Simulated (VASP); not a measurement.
A run of VASP 6.6.1 is set up as follows.

Contents of POSCAR:

```
CaS
1.0
    0.0000000000      2.8479451031      2.8479451031
    2.8479451031      0.0000000000      2.8479451031
    2.8479451031      2.8479451031      0.0000000000
Ca S
1 1
Direct
    0.0000000000      0.0000000000      0.0000000000
    0.5000000000      0.5000000000      0.5000000000
```

Contents of INCAR.step1:

```
SYSTEM = CaS
  PREC = Accurate
  ENCUT = 400
  EDIFF = 1E-5
  ISMEAR = 0
  SIGMA = 0.01
  LREAL = .FALSE.
  LASPH = .TRUE.
  NELM = 120
  ALGO = Normal
  ISIF = 2
  LWAVE = .TRUE.
  NBANDS = 15
  GGA = PE
  GGA_COMPAT = .FALSE.
```

File INCAR.step2:

```
SYSTEM = CaS
  PREC = Accurate
  ENCUT = 400
  EDIFF = 1E-6
  ISMEAR = 0
  SIGMA = 0.01
  LREAL = .FALSE.
  LASPH = .TRUE.
  NELM = 120
  ALGO = Normal
  ISIF = 2
  LWAVE = .FALSE.
  LCHARG = .TRUE.
  GGA = PE
  LHFCALC = .TRUE.
  AEXX = 0.5
  PRECFOCK = Normal
  LELF = .TRUE.
  LVHAR = .TRUE.
  NBANDS = 15
  ISTART = 1
  GGA_COMPAT = .FALSE.
```

KPOINTS

```
regular mesh
0
G
  4 4 4
  0 0 0
```

Potentials or basis: VASP PAW PBE potentials, release 64 (Ca_sv, S).

Launch:

```bash
$ cat potpaw_PBE.64/Ca_sv/POTCAR potpaw_PBE.64/S/POTCAR > POTCAR
$ cp INCAR.step1 INCAR
$ mpirun -np 1 vasp_std > vasp.out
$ cp INCAR.step2 INCAR
$ mpirun -np 1 vasp_std > vasp.out
```

Question: What does it give for the band gap on the k mesh?

Answer: 5.99 eV, indirect (least direct gap 7.00 eV).

Question: What does it give for the pressure?

Answer: -0.4 GPa.

Caveat: the k points lie up to 0.48 Å⁻¹ apart; the PAW data sets were made with another functional, which shifts forces and pressure a little. A k mesh can miss the band edges.
